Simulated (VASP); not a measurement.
Set up this calculation in VASP 6.6.1, as the native input.

```
Task                   : single point
Functional             : PBEsol
Potentials or basis    : VASP PAW PBE potentials, release 64 (Ge_d)
Cutoff                 : 520 eV
k mesh                 : 14 × 14 × 14
Occupations            : gaussian, width 0.15 eV
Spin                   : no spin polarisation
Dipole correction      : no
Further INCAR settings : ALGO = Normal; EDIFF = 1e-06; NBANDS = 21
```

The structure of Ge lies in POSCAR:

```
Ge
1.0
   -2.5423699776      2.5417820027      1.4202287025
    2.5425224120     -2.5415422700      1.4200687536
    2.5431229132      2.5422956909     -1.4197889671
Ge
2
Direct
    0.1250499569      0.8750454124      0.2500030899
    0.8749500431      0.1249545876      0.7499969101
```

These files were run (other wordings do the same):

INCAR

```
SYSTEM = Ge
PREC = Accurate
ENCUT = 520
EDIFF = 1E-6
ISMEAR = 0
SIGMA = 0.15
LREAL = .False.
LASPH = .True.
NELM = 80
ALGO = Normal
ISIF = 2
LWAVE = .False.
LCHARG = .False.
GGA = PS
NBANDS = 21
```

KPOINTS

```
Automatic mesh
0
Gamma
  14 14 14
  0 0 0
```

Potentials or basis: VASP PAW PBE potentials, release 64 (Ge_d).

Command:

```bash
$ cat potpaw_PBE.64/Ge_d/POTCAR > POTCAR
$ mpirun -np 1 vasp_std > vasp.out
```

Results of the run:

| Item | Value |
| --- | --- |
| Pressure | -0.1 GPa |
| Band gap on the k mesh | zero (bands 14 and 15 overlap by 5.28 eV) |

Caveat: the PAW data sets were made with another functional, which shifts forces and pressure a little.

Wall time 8 min on 1 thread of AMD EPYC 9R45 96-Core Processor (Zen 5) (shared host), peak memory 0.81 GiB.
